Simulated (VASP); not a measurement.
A run of VASP 6.6.1:

INCAR

```
SYSTEM = BiMo
PREC     = Accurate       ! precision mode
ENCUT    = 520            ! plane-wave cutoff, eV
EDIFF    = 1E-6           ! SCF threshold, eV
ISMEAR   = 0              ! smearing method
SIGMA    = 0.05           ! smearing width, eV
LREAL    = .False.        ! projectors in reciprocal space
LASPH    = .True.         ! aspherical terms in the spheres
NELM     = 100            ! most SCF steps
ALGO     = Fast           ! electronic algorithm
ISIF     = 2              ! what is computed and relaxed
LWAVE    = .False.        ! write WAVECAR
LCHARG   = .False.        ! write CHGCAR
GGA      = PS             ! functional
NBANDS   = 37             ! bands
```

KPOINTS

```
Automatic mesh
0
Gamma
  8 8 6
  0 0 0
```

File POSCAR:

```
BiMo
1.0
    4.5687824405      0.0000000000      0.0000000000
   -2.2843912202      3.9566816579      0.0000000000
    0.0000000000      0.0000000000      5.1043360329
Mo Bi
2 2
Direct
    0.0000000000      0.0000000000      0.0000000000
    0.0000000000      0.0000000000      0.5000000000
    0.3333333333      0.6666666667      0.2500000000
    0.6666666667      0.3333333333      0.7500000000
```

Potentials or basis: VASP PAW PBE potentials, release 64 (Mo_sv, Bi_d).

Launch:

```console
$ cat potpaw_PBE.64/Mo_sv/POTCAR potpaw_PBE.64/Bi_d/POTCAR > POTCAR
$ mpirun -np 1 vasp_std > vasp.out
```

Hardware: 1 thread of Oxide Virtual Turin-like Processor, with other jobs on the host.

Task: Estimate the wall time of this run.

Result: Run time: 2.3 min on 1 thread of Oxide Virtual Turin-like Processor, on a shared host, peak memory 0.25 GiB. Counts: scf iterations 15, k points 40.
